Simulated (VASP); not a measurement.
# BaZrO3 (Pm-3m) in VASP: notebook

The runs below take BaZrO3 through single point, with r2SCAN.

All numbers are computed with VASP 6.6.1; they aren't measurements. Logs are shortened: lines on timing, memory, paths and dates and some standing lists are left out, and cuts for length are marked.

**1. The cell of the first run**

It takes space group Pm-3m (No. 221, cubic). Conventional cell: a = 4.098 Å, b = 4.098 Å, c = 4.098 Å, α = 90.00°, β = 90.00°, γ = 90.00°. Ba (site symmetry m-3m) has 12 O at 2.90 Å and 8 Zr at 3.55 Å within 3.8 Å. Within 2.7 Å of Zr (site symmetry m-3m) lie 6 O at 2.05 Å. O (site symmetry 4/mmm) has 2 Zr at 2.05 Å within 2.7 Å.

**2. Single point, r2SCAN**

File POSCAR:

```
BaZrO3
1.0
    4.0978393390      0.0000000000      0.0000000000
    0.0000000000      4.0978393390      0.0000000000
    0.0000000000      0.0000000000      4.0978393390
Ba Zr O
1 1 3
Direct
    0.0000000000      0.0000000000      0.0000000000
    0.5000000000      0.5000000000      0.5000000000
    0.0000000000      0.5000000000      0.5000000000
    0.5000000000      0.0000000000      0.5000000000
    0.5000000000      0.5000000000      0.0000000000
```

File INCAR.step1:

```
ALGO = Normal ; EDIFF = 1E-4
ENCUT = 520 ; GGA = PE
ISMEAR = 0 ; LASPH = True
LCHARG = False ; LREAL = False
LWAVE = True ; NBANDS = 28
NELM = 60 ; PREC = Accurate
SIGMA = 0.01
```

File INCAR.step2:

```
ALGO = Normal ; EDIFF = 1E-6
ENCUT = 520 ; ISIF = 2
ISMEAR = 0 ; ISTART = 1
LASPH = True ; LCHARG = True
LELF = True ; LMIXTAU = True
LREAL = False ; LVHAR = True
LWAVE = False ; METAGGA = R2SCAN
NBANDS = 28 ; NELM = 60
PREC = Accurate ; SIGMA = 0.01
```

File KPOINTS:

```
k-points
0
Gamma
  6 6 6
```

Potentials or basis: VASP PAW PBE potentials, release 64 (Ba_sv, Zr_sv, O).

Run with:

```console
cat potpaw_PBE.64/Ba_sv/POTCAR potpaw_PBE.64/Zr_sv/POTCAR potpaw_PBE.64/O/POTCAR > POTCAR
cp INCAR.step1 INCAR
mpirun -np 1 vasp_std > vasp.out
cp INCAR.step2 INCAR
mpirun -np 1 vasp_std > vasp.out
```

OUTCAR:

```text
EDIFF = 1E-6
   ENCUT = 520
   ISIF = 2
   ISMEAR = 0
   ISTART = 1
   LASPH = True
   LREAL = False
   METAGGA = R2SCAN
   NELM = 60
   PREC = Accurate

 ion  position               nearest neighbor table
   1  0.000  0.000  0.000-   3 2.90   4 2.90   5 2.90   3 2.90   4 2.90   3 2.90   5 2.90   3 2.90
                             4 2.90   5 2.90   4 2.90   5 2.90   2 3.55   2 3.55   2 3.55   2 3.55
   2  0.500  0.500  0.500-   3 2.05   4 2.05   5 2.05   5 2.05   4 2.05   3 2.05   1 3.55   1 3.55
                             1 3.55   1 3.55   1 3.55   1 3.55   1 3.55   1 3.55
   3  0.000  0.500  0.500-   2 2.05   2 2.05   1 2.90   1 2.90   1 2.90   1 2.90
   4  0.500  0.000  0.500-   2 2.05   2 2.05   1 2.90   1 2.90   1 2.90   1 2.90
   5  0.500  0.500  0.000-   2 2.05   2 2.05   1 2.90   1 2.90   1 2.90   1 2.90

  LATTYP: Found a simple cubic cell.
 ALAT       =     4.0978393390

  Lattice vectors:

 A1 = (   4.0978393390,   0.0000000000,   0.0000000000)
 A2 = (   0.0000000000,   4.0978393390,   0.0000000000)
 A3 = (   0.0000000000,   0.0000000000,   4.0978393390)

Analysis of symmetry for initial positions (statically):
=====================================================================
 Subroutine PRICEL returns:
 Original cell was already a primitive cell.

 Routine SETGRP: Setting up the symmetry group for a
 simple cubic supercell.

 Subroutine GETGRP returns: Found 48 space group operations
[... 9 lines left out ...]

 Routine SETGRP: Setting up the symmetry group for a
 simple cubic supercell.

 Subroutine GETGRP returns: Found 48 space group operations
[... 11 lines left out ...]
                                     Primitive cell

  volume of cell :      68.8121

  direct lattice vectors                    reciprocal lattice vectors
     4.097839339  0.000000000  0.000000000     0.244031041  0.000000000  0.000000000
     0.000000000  4.097839339  0.000000000     0.000000000  0.244031041  0.000000000
     0.000000000  0.000000000  4.097839339     0.000000000  0.000000000  0.244031041

  length of vectors
     4.097839339  4.097839339  4.097839339     0.244031041  0.244031041  0.244031041

  position of ions in fractional coordinates (direct lattice)
     0.000000000  0.000000000  0.000000000
     0.500000000  0.500000000  0.500000000
     0.000000000  0.500000000  0.500000000
     0.500000000  0.000000000  0.500000000
     0.500000000  0.500000000  0.000000000

  ion indices of the primitive-cell ions
   primitive index   ion index
                 1           1
                 2           2
                 3           3
                 4           4
                 5           5

----------------------------------------------------------------------------------------

 KPOINTS: k-points

Automatic generation of k-mesh.
 Grid dimensions read from file:
 generate k-points for:    6    6    6

 Generating k-lattice:

  Cartesian coordinates                     Fractional coordinates (reciprocal lattice)
     0.040671840  0.000000000  0.000000000     0.166666667  0.000000000  0.000000000
     0.000000000  0.040671840  0.000000000     0.000000000  0.166666667  0.000000000
     0.000000000  0.000000000  0.040671840     0.000000000  0.000000000  0.166666667

  Length of vectors
     0.040671840  0.040671840  0.040671840

  Shift w.r.t. Gamma in fractional coordinates (k-lattice)
     0.000000000  0.000000000  0.000000000

 Subroutine IBZKPT returns following result:
 ===========================================

 Found     20 irreducible k-points:

 Following reciprocal coordinates:
            Coordinates               Weight
  0.000000  0.000000  0.000000      1.000000
  0.166667  0.000000  0.000000      6.000000
  0.333333  0.000000  0.000000      6.000000
  0.500000  0.000000  0.000000      3.000000
  0.166667  0.166667  0.000000     12.000000
  0.333333  0.166667  0.000000     24.000000
[... 12 lines left out ...]
  0.500000  0.500000  0.333333      6.000000
  0.500000  0.500000  0.500000      1.000000
   k-points           NKPTS =     20   k-points in BZ     NKDIM =     20   number of bands    NBANDS=     28
   number of dos      NEDOS =    301   number of ions     NIONS =      5
   total plane-waves  NPLWV =  27000
   dimension x,y,z NGX =    30 NGY =   30 NGZ =   30
   dimension x,y,z NGXF=    60 NGYF=   60 NGZF=   60
   ions per type =               1   1   3
   NGX,Y,Z   is equivalent  to a cutoff of  12.17, 12.17, 12.17 a.u.
   NGXF,Y,Z  is equivalent  to a cutoff of  24.34, 24.34, 24.34 a.u.
 SYSTEM =  unknown system
   PREC   = accura    normal or accurate (medium, high low for compatibility)
   ISTART =      1    job   : 0-new  1-cont  2-samecut
   ICHARG =      0    charge: 1-file 2-atom 10-const
   ISPIN  =      1    spin polarized calculation?
   LNONCOLLINEAR =      F non collinear calculations
   LSORBIT =      F    spin-orbit coupling
   LASPH  =      T    aspherical Exc in radial PAW
   ENCUT  =  520.0 eV  38.22 Ry    6.18 a.u.   7.62  7.62  7.62*2*pi/ulx,y,z
   NELM   =     60;   NELMIN=  2; NELMDL=  0     # of ELM steps
   EDIFF  = 0.1E-05   stopping-criterion for ELM
   LREAL  =      F    real-space projection
   EDIFFG = 0.1E-04   stopping-criterion for IOM
   NSW    =      0    number of steps for IOM
   IBRION =     -1    ionic relax: 0-MD 1-quasi-New 2-CG
   NFREE  =      0    steps in history (QN), initial steepest desc. (CG)
   ISIF   =      2    stress and relaxation
   ISYM   =      2    0-nonsym 1-usesym 2-fastsym
   POTIM  = 0.5000    time-step for ionic-motion
   TEBEG  =    0.0;   TEEND  =   0.0 temperature during run
   PSTRESS=    0.0 pullay stress
   NELECT =      40.0000    total number of electrons
   NUPDOWN=      -1.0000    fix difference up-down
   EMIN   =  10.00;   EMAX   =-10.00  energy-range for DOS
   EFERMI =   0.00;   METHOD = LEGACY
   ISMEAR =     0;   SIGMA  =   0.01  broadening in eV -4-tet -1-fermi 0-gaus
   EFERMI_NEDOS =   21; number of points for ismear=-14 and -15
   IALGO  =     38    algorithm
   IMIX   =      4    mixing-type and parameters
     AMIX     =   0.40;   BMIX     =  1.00
     AMIX_MAG =   1.60;   BMIX_MAG =  1.00
  volume/ion in A,a.u.               =      13.76        92.87
  Fermi-wavevector in a.u.,A,eV,Ry     =   1.366281  2.581896 25.398304  1.866723
  Thomas-Fermi vector in A             =   2.492435
   LORBIT       =      0    0 simple, 1 ext, 2 COOP (PROOUT), +10 PAW based schemes
   METAGGA = R2SCAN    functional components
   LHFCALC =     F    Hartree Fock is set to
   AEXX    =    0.0000 exact exchange contribution
   IVDW    =     0    specifies the selected vdW correction
   LEPSILON=     F    determine dielectric tensor
   LRPA    =     F    only Hartree local field effects (RPA)
 non-spin polarized calculation
 Gauss-broadening in eV      SIGMA  =   0.01
  energy-cutoff  :      520.00
  volume of cell :       68.81
 maximum number of plane-waves:      1870
   NGX = 15   NGY = 15   NGZ = 15

 number of electron      39.9999982 magnetization

 Free energy of the ion-electron system (eV)
  ---------------------------------------------------
  ext. energy  EPLUGINS =         0.00000000
  ---------------------------------------------------
  free energy    TOTEN  =       -84.81544642 eV

  energy without entropy =      -84.81544642  energy(sigma->0) =      -84.81544642

 E-fermi :   4.0546     XC(G=0): -11.7640

 val. band max:        3.9810431679   @ k =   0.5000   0.5000   0.5000
 cond. band min:       7.8421769979   @ k =   0.0000   0.0000   0.0000
 fundamental gap:      3.8611338300
 Fermi energy:         4.0546298601

 k-point     1 :       0.0000    0.0000    0.0000
  band No.  band energies     occupation
      1     -44.0822      2.00000
      2     -21.8176      2.00000
      3     -21.6297      2.00000
      4     -21.6297      2.00000
      5     -21.6297      2.00000
      6     -13.4635      2.00000
[... 20 lines left out ...]
     27      12.7239      0.00000
     28      12.7239      0.00000

 k-point     2 :       0.1667    0.0000    0.0000
  band No.  band energies     occupation
      1     -44.0808      2.00000
      2     -21.9304      2.00000
      3     -21.6272      2.00000
      4     -21.6272      2.00000
      5     -21.5969      2.00000
      6     -13.5019      2.00000
[... 20 lines left out ...]
     27      12.7276      0.00000
     28      13.2092      0.00000

 k-point     3 :       0.3333    0.0000    0.0000
  band No.  band energies     occupation
      1     -44.0779      2.00000
      2     -22.1266      2.00000
      3     -21.6220      2.00000
      4     -21.6220      2.00000
      5     -21.5474      2.00000
      6     -13.6542      2.00000
[... 20 lines left out ...]
     27      12.7312      0.00000
     28      13.4317      0.00000

 k-point     4 :       0.5000    0.0000    0.0000
  band No.  band energies     occupation
      1     -44.0765      2.00000
      2     -22.2170      2.00000
      3     -21.6195      2.00000
      4     -21.6195      2.00000
      5     -21.5245      2.00000
      6     -13.7322      2.00000
[... 20 lines left out ...]
     27      12.7278      0.00000
     28      13.6486      0.00000

 k-point     5 :       0.1667    0.1667    0.0000
  band No.  band energies     occupation
      1     -44.0793      2.00000
      2     -21.9545      2.00000
      3     -21.7333      2.00000
      4     -21.6247      2.00000
      5     -21.5487      2.00000
      6     -13.4586      2.00000
[... 20 lines left out ...]
     27      13.1615      0.00000
     28      13.2232      0.00000

 k-point     6 :       0.3333    0.1667    0.0000
  band No.  band energies     occupation
      1     -44.0765      2.00000
      2     -22.0934      2.00000
      3     -21.7496      2.00000
      4     -21.6197      2.00000
      5     -21.5444      2.00000
      6     -13.5290      2.00000
[... 339 lines left out ...]
      5     -21.6165      2.00000
      6     -12.5209      2.00000
[... 20 lines left out ...]
     27      13.2917      0.00000
     28      13.2917      0.00000

 k-point    18 :       0.5000    0.3333    0.3333
  band No.  band energies     occupation
      1     -44.0681      2.00000
      2     -22.0280      2.00000
      3     -21.9176      2.00000
      4     -21.9141      2.00000
      5     -21.6351      2.00000
      6     -12.4667      2.00000
[... 20 lines left out ...]
     27      13.2750      0.00000
     28      13.9953      0.00000

 k-point    19 :       0.5000    0.5000    0.3333
  band No.  band energies     occupation
      1     -44.0667      2.00000
      2     -22.0085      2.00000
      3     -22.0085      2.00000
      4     -21.9124      2.00000
      5     -21.6395      2.00000
      6     -12.3706      2.00000
[... 20 lines left out ...]
     27      13.5532      0.00000
     28      14.3287      0.00000

 k-point    20 :       0.5000    0.5000    0.5000
  band No.  band energies     occupation
      1     -44.0653      2.00000
      2     -22.0047      2.00000
      3     -22.0047      2.00000
      4     -22.0047      2.00000
      5     -21.6269      2.00000
      6     -11.9959      2.00000
[... 20 lines left out ...]
     27      14.1869      0.00000
     28      14.1869      0.00000

------------------------ aborting loop because EDIFF is reached ----------------------------------------

  FORCE on cell =-STRESS in cart. coord.  units (eV):
  Direction    XX          YY          ZZ          XY          YZ          ZX
  --------------------------------------------------------------------------------------
  -------------------------------------------------------------------------------------
  Total        7.0491721      7.0491721      7.0491721      0.0000000      0.0000000     -0.0000000
  in kB      164.1284667    164.1284667    164.1284667      0.0000000      0.0000000     -0.0000000
  external PRESSURE =     164.1284667 kB  Pullay stress =       0.0000000 kB

 VOLUME and BASIS-vectors are now :
 -----------------------------------------------------------------------------
  energy-cutoff  :      520.00
  volume of cell :       68.81
      direct lattice vectors                 reciprocal lattice vectors
     4.097839339  0.000000000  0.000000000     0.244031041  0.000000000  0.000000000
     0.000000000  4.097839339  0.000000000     0.000000000  0.244031041  0.000000000
     0.000000000  0.000000000  4.097839339     0.000000000  0.000000000  0.244031041

 POSITION                                       TOTAL-FORCE (eV/Angst)
 -----------------------------------------------------------------------------------
      0.00000      0.00000      0.00000         0.000000      0.000000      0.000000
      2.04892      2.04892      2.04892         0.000000      0.000000      0.000000
      0.00000      2.04892      2.04892         0.000000      0.000000      0.000000
      2.04892      0.00000      2.04892         0.000000      0.000000      0.000000
      2.04892      2.04892      0.00000         0.000000      0.000000      0.000000
 -----------------------------------------------------------------------------------
    total drift:                                0.000000      0.000000     -0.000000

  FREE ENERGIE OF THE ION-ELECTRON SYSTEM (eV)
  ---------------------------------------------------
  free  energy   TOTEN  =       -84.8154464194 eV

  energy  without entropy=      -84.8154464194  energy(sigma->0) =      -84.81544642
```

Run time: 57 s. Hardware: 1 thread of Intel Xeon 6975P-C (Granite Rapids), shared host; peak memory 0.19 GiB.

What came out:

| Property | Result |
| --- | --- |
| Free energy | -84.8154 eV |
| Pressure | 16.4 GPa |
| Band gap on the k mesh | 3.86 eV, indirect (least direct gap 4.01 eV) |

Levels at points of the mesh, in eV from the valence-band top:
| k point | band 17 | band 18 | band 19 | band 20 | band 21 | band 22 | band 23 | band 24 |
| --- | --- | --- | --- | --- | --- | --- | --- | --- |
| (0.00, 0.00, 0.00) | -1.12 | -0.15 | -0.15 | -0.15 | 3.86 | 3.86 | 3.86 | 5.26 |
| (0.50, 0.00, 0.00) | -1.82 | -1.82 | -0.36 | -0.36 | 4.37 | 6.71 | 6.71 | 7.24 |
| (0.50, 0.50, 0.00) | -0.93 | -0.93 | -0.63 | -0.08 | 6.66 | 6.66 | 7.39 | 7.57 |
| (0.50, 0.50, 0.50) | -2.58 | 0.00 | 0.00 | 0.00 | 6.91 | 6.91 | 6.91 | 8.18 |

Caveat: the PAW data sets were made with another functional, which shifts forces and pressure a little; spin-orbit coupling is left out, which moves the levels of the heavy elements. A k mesh can miss the band edges.

**3. Single point, r2SCAN**

This run uses another cell than the first one, of 14.09 Å³/atom, 1.024 times its volume.

Edit POSCAR of step 2 so:

```diff
@@ -2,5 +2,5 @@
 1.0
-    4.0978393390      0.0000000000      0.0000000000
-    0.0000000000      4.0978393390      0.0000000000
-    0.0000000000      0.0000000000      4.0978393390
+    4.1297266751      0.0000000000      0.0000000000
+    0.0000000000      4.1297266751      0.0000000000
+    0.0000000000      0.0000000000      4.1297266751
 Ba Zr O
```

File INCAR.step1:

```
PREC = Accurate
ENCUT = 520
ISMEAR = 0
SIGMA = 0.01
LREAL = F
LASPH = T
NELM = 80
NBANDS = 28
GGA = PE
ALGO = Normal
EDIFF = 1E-4
LWAVE = T
LCHARG = F
```

File INCAR.step2:

```
PREC = Accurate
ENCUT = 520
EDIFF = 1E-7
ISMEAR = 0
SIGMA = 0.01
LREAL = F
LASPH = T
NELM = 80
ALGO = Normal
ISIF = 2
LWAVE = F
LCHARG = F
METAGGA = R2SCAN
LMIXTAU = T
NBANDS = 28
ISTART = 1
```

File KPOINTS:

```
regular mesh
0
Gamma
  6 6 6
```

Potentials or basis: VASP PAW PBE potentials, release 64 (Ba_sv, Zr_sv, O).

Run with:

```console
cat potpaw_PBE.64/Ba_sv/POTCAR potpaw_PBE.64/Zr_sv/POTCAR potpaw_PBE.64/O/POTCAR > POTCAR
cp INCAR.step1 INCAR
mpirun -np 1 vasp_std > vasp.out
cp INCAR.step2 INCAR
mpirun -np 1 vasp_std > vasp.out
```

Wall time 51 s (1 thread of Intel Xeon 6975P-C (Granite Rapids), shared host); peak memory 0.21 GiB.

The run converged. Its results:

| Property | Result |
| --- | --- |
| Free energy | -84.9566 eV |
| Pressure | 11.3 GPa |
| Band gap on the k mesh | 3.81 eV, indirect (least direct gap 4.00 eV) |

Levels at points of the mesh, in eV from the valence-band top:
```tsv
k point	band 16	band 17	band 18	band 19	band 20	band 21	band 22	band 23	band 24	band 25
(0.00, 0.00, 0.00)	-1.08	-1.08	-0.19	-0.19	-0.19	3.81	3.81	3.81	5.23	5.23
(0.50, 0.00, 0.00)	-1.81	-1.79	-1.79	-0.41	-0.41	4.30	6.54	6.54	7.15	7.54
(0.50, 0.50, 0.00)	-2.53	-0.94	-0.94	-0.70	-0.08	6.50	6.50	7.26	7.42	8.64
(0.50, 0.50, 0.50)	-2.58	-2.58	0.00	0.00	0.00	6.81	6.81	6.81	7.96	7.96
```

Caveat: the PAW data sets were made with another functional, which shifts forces and pressure a little; spin-orbit coupling is left out, which moves the levels of the heavy elements.

**4. Single point, r2SCAN**

This run uses another cell than the first one, of 14.30 Å³/atom, 1.039 times its volume.

Edit POSCAR of step 3 so:

```diff
@@ -2,5 +2,5 @@
 1.0
-    4.1297266751      0.0000000000      0.0000000000
-    0.0000000000      4.1297266751      0.0000000000
-    0.0000000000      0.0000000000      4.1297266751
+    4.1502172144      0.0000000000      0.0000000000
+    0.0000000000      4.1502172144      0.0000000000
+    0.0000000000      0.0000000000      4.1502172144
 Ba Zr O
```

File INCAR.step1:

```
ALGO = Normal
EDIFF = 1E-4
ENCUT = 520
GGA = PE
ISMEAR = 0
LASPH = T
LCHARG = F
LREAL = F
LWAVE = T
NBANDS = 28
NELM = 80
PREC = Accurate
SIGMA = 0.01
```

File INCAR.step2:

```
ALGO = Normal
EDIFF = 1E-6
ENCUT = 520
ISIF = 2
ISMEAR = 0
ISTART = 1
LASPH = T
LCHARG = F
LMIXTAU = T
LREAL = F
LWAVE = F
METAGGA = R2SCAN
NBANDS = 28
NELM = 80
PREC = Accurate
SIGMA = 0.01
```

File KPOINTS:

```
k-points
0
Gamma
  6 6 6
```

Run with:

```console
cat potpaw_PBE.64/Ba_sv/POTCAR potpaw_PBE.64/Zr_sv/POTCAR potpaw_PBE.64/O/POTCAR > POTCAR
cp INCAR.step1 INCAR
mpirun -np 1 vasp_std > vasp.out
cp INCAR.step2 INCAR
mpirun -np 1 vasp_std > vasp.out
```

Run time: 47 s. Hardware: 1 thread of Intel Xeon 6975P-C (Granite Rapids), shared host; peak memory 0.21 GiB.

It converged, with:

- Free energy: -85.0218 eV
- Pressure: 8.2 GPa
- Band gap on the k mesh: 3.77 eV, indirect (least direct gap 3.98 eV)

Levels at points of the mesh, in eV from the valence-band top:
```
           k point  band 18  band 19  band 20  band 21  band 22  band 23
(0.00, 0.00, 0.00)    -0.21    -0.21    -0.21     3.77     3.77     3.77
(0.50, 0.00, 0.00)    -1.76    -0.44    -0.44     4.25     6.43     6.43
(0.50, 0.50, 0.00)    -0.94    -0.74    -0.08     6.40     6.40     7.17
(0.50, 0.50, 0.50)     0.00     0.00     0.00     6.75     6.75     6.75
```

Caveat: the PAW data sets were made with another functional, which shifts forces and pressure a little; spin-orbit coupling is left out, which moves the levels of the heavy elements.

(Continued in part 2 of 2.)
